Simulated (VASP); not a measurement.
Runs of VASP 6.6.1 on HfB2. The structure is that of space group P6/mmm (No. 191), or close to it. The cells are those of the table. 

| task | level | cell | cutoff (eV) | gap on the mesh (eV) | pressure (GPa) | relaxed volume (Å³/atom) |
| --- | --- | --- | --- | --- | --- | --- |
| single point | PBE | a = 3.145, b = 3.145, c = 3.487 Å, angles 90.0, 90.0, 120.0°, 3 atoms | 520 | none | -0.4 | - |
| single point | PBE+D3(BJ) | a = 3.122, b = 3.122, c = 3.456 Å, angles 90.0, 90.0, 120.0°, 3 atoms | 520 | none | -0.3 | - |
| relaxation of cell and atoms | PBE+D3(BJ) | relaxed from a = 3.140, b = 3.140, c = 3.480 Å, angles 90.0, 90.0, 120.0°, 3 atoms | 600 | none | 0.0 | (a) |
| relaxation of cell and atoms | PBE | relaxed from a = 3.140, b = 3.140, c = 3.480 Å, angles 90.0, 90.0, 120.0°, 3 atoms | 600 | none | 0.0 | 9.94 |

Alike in all rows: potentials or basis VASP PAW PBE potentials, release 64 (Hf_pv, B); no spin polarisation; k mesh 12 × 12 × 10; smearing fermi-dirac 0.1 eV.

Fill in the values left out.

(a) 9.71.

Caveats: spin-orbit coupling is left out, which moves the levels of the heavy elements; pairwise dispersion overbinds metals, which lowers pressure and volume (some runs).

A k mesh can miss the band edges, and the runs leave out spin-orbit coupling on Hf.

A gap of «none» marks levels without a gap at the run's occupations.
